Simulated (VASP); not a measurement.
A run of VASP 6.6.1 is set up as follows.

INCAR

```
PREC     = Accurate       # precision mode
ENCUT    = 500            # plane-wave cutoff, eV
EDIFF    = 1E-6           # SCF threshold, eV
ISMEAR   = 0              # smearing method
SIGMA    = 0.026          # smearing width, eV
LREAL    = F              # projectors in reciprocal space
LASPH    = T              # aspherical terms in the spheres
NELM     = 120            # most SCF steps
ALGO     = Normal         # electronic algorithm
ISIF     = 2              # what is computed and relaxed
LWAVE    = F              # write WAVECAR
LCHARG   = T              # write CHGCAR
GGA      = PE             # functional
LELF     = T              # ELF
LVHAR    = T            
NBANDS   = 21             # bands
GGA_COMPAT= F
```

KPOINTS

```
regular mesh
0
Gamma
  6 6 4
```

POSCAR

```
Pb
1.0
    3.4715901269      0.0000000000      0.0000000000
   -1.7357950634      3.0064852414      0.0000000000
    0.0000000000      0.0000000000      5.9973895700
Pb
2
Direct
    0.3333333333      0.6666666667      0.2500000000
    0.6666666667      0.3333333333      0.7500000000
```

Potentials or basis: VASP PAW PBE potentials, release 64 (Pb_d).

The run is started by

```bash
$ cat potpaw_PBE.64/Pb_d/POTCAR > POTCAR
$ mpirun -np 1 vasp_std > vasp.out
```

Predict the pressure.

1.3 GPa.

Predict the band gap on the k mesh.

zero (band 14 reaches 12.95 eV, above the bottom of band 15 at 5.25 eV).

Stress tensor (GPa, compression positive):
```
1.72 0.00 0.00
0.00 1.72 0.00
0.00 0.00 0.52
```

Caveat: spin-orbit coupling is left out, which moves the levels of the heavy elements.
